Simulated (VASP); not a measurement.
Write the native input for VASP 6.6.1 that does the following.

```
Task                   : relaxation of cell and atoms
Functional             : PBE
Potentials or basis    : VASP PAW PBE potentials, release 64 (Nb_sv, Tl_d)
Cutoff                 : 600 eV
k mesh                 : 8 × 8 × 8
Occupations            : gaussian, width 0.1 eV
Spin                   : no spin polarisation
Dipole correction      : no
Further INCAR settings : ALGO = Normal; EDIFF = 1e-06; IBRION = 2; EDIFFG = -0.01; NSW = 100; ISIF = 3
```

The structure of NbTl4 lies in POSCAR:

```
NbTl4
1.0
   -3.3696294235      3.3696294235      3.3696294235
    3.3696294235     -3.3696294235      3.3696294235
    3.3696294235      3.3696294235     -3.3696294235
Nb Tl
1 4
Direct
    0.0000000000      0.0000000000      0.0000000000
    0.0000000000      0.0000000000      0.5000000000
    0.5000000000      0.0000000000      0.0000000000
    0.5000000000      0.5000000000      0.5000000000
    0.0000000000      0.5000000000      0.0000000000
```

These files were run (other wordings do the same):

INCAR

```
SYSTEM = NbTl4
PREC = Accurate
ENCUT = 600
EDIFF = 1E-6
ISMEAR = 0
SIGMA = 0.1
LREAL = .False.
LASPH = .True.
NELM = 100
ALGO = Normal
ISIF = 3
LWAVE = .False.
LCHARG = .False.
GGA = PE
IBRION = 2
NSW = 100
EDIFFG = -0.01
```

KPOINTS

```
regular mesh
0
Gamma
  8 8 8
  0 0 0
```

Potentials or basis: VASP PAW PBE potentials, release 64 (Nb_sv, Tl_d).

The run is started by

```bash
$ cat potpaw_PBE.64/Nb_sv/POTCAR potpaw_PBE.64/Tl_d/POTCAR > POTCAR
$ mpirun -np 1 vasp_std > vasp.out
```

It gave:

| Quantity | Value |
| --- | --- |
| Relaxed volume | 30.41 Å³/atom |
| Relaxed cell | a = 5.824 Å, b = 5.824 Å, c = 5.824 Å, α = 109.47°, β = 109.47°, γ = 109.47° |
| Space group after relaxing (to 0.05 Å) | Im-3m (No. 229) |
| Energy gained by relaxing | 0.2 meV/atom |
| Ionic steps | 3 |
| Pressure after relaxing | 0.0 GPa |

Run time: 5.2 min on 1 thread of AMD EPYC 9R45 96-Core Processor (Zen 5), with other jobs on the host, peak memory 0.42 GiB.
